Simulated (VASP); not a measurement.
## GaSb3: single point with r2SCAN

The system is GaSb3.

```xyz
4
Lattice="0.0000 3.7306 3.7306 3.7306 0.0000 3.7306 3.7306 3.7306 0.0000" Properties=species:S:1:pos:R:3 pbc="T T T"
Ga    0.0560    0.0000    0.0560
Sb    1.8653    1.8653    1.8653
Sb    5.5959    5.5959    5.5959
Sb    3.7306    3.7306    3.7306
```

```
Program             : VASP 6.6.1
Task                : single point
Functional          : r2SCAN
Potentials or basis : VASP PAW PBE potentials, release 64 (Ga_d, Sb)
Cutoff              : 520 eV
k mesh              : 4 × 4 × 4
Occupations         : fermi-dirac, width 0.1 eV
Spin                : no spin polarisation
```

```yaml
Pressure: -2.9 GPa
Largest_force: 0.040 eV/Å
Band_gap_on_the_k_mesh: zero (band 14 reaches 8.79 eV, above the bottom of band 15 at 4.84 eV)
```

Forces in eV/Å, atoms in the order of the input:
```
Ga  -0.028  0.000 -0.028
Sb   0.003  0.004  0.003
Sb   0.003 -0.004  0.003
Sb   0.022  0.000  0.022
```

Levels at points of the mesh, in eV from the Fermi level:
```
           k point  band 11  band 12  band 13  band 14  band 15  band 16  band 17  band 18
(0.00, 0.00, 0.00)    -2.72    -2.71    -2.57    -2.56    -2.56    -0.77    -0.76    -0.76
(0.50, 0.00, 0.00)    -3.78    -2.75    -2.75    -0.41    -0.01     2.17     2.17     3.16
(0.00, 0.50, 0.00)    -3.77    -2.76    -2.75    -0.41    -0.01     2.16     2.18     3.16
(0.50, 0.50, 0.00)    -5.45     0.76     1.00     1.00     1.11     1.92     1.92     2.04
(0.50, 0.00, 0.50)    -5.43     0.76     1.00     1.00     1.11     1.92     1.92     2.04
```

Wall time 2.2 min on 1 thread of Intel Xeon 6975P-C, on a shared host, peak memory 0.27 GiB.

Caveat: the k points lie up to 0.36 Å⁻¹ apart; the PAW data sets were made with another functional, which shifts forces and pressure a little; spin-orbit coupling is left out, which moves the levels of the heavy elements.
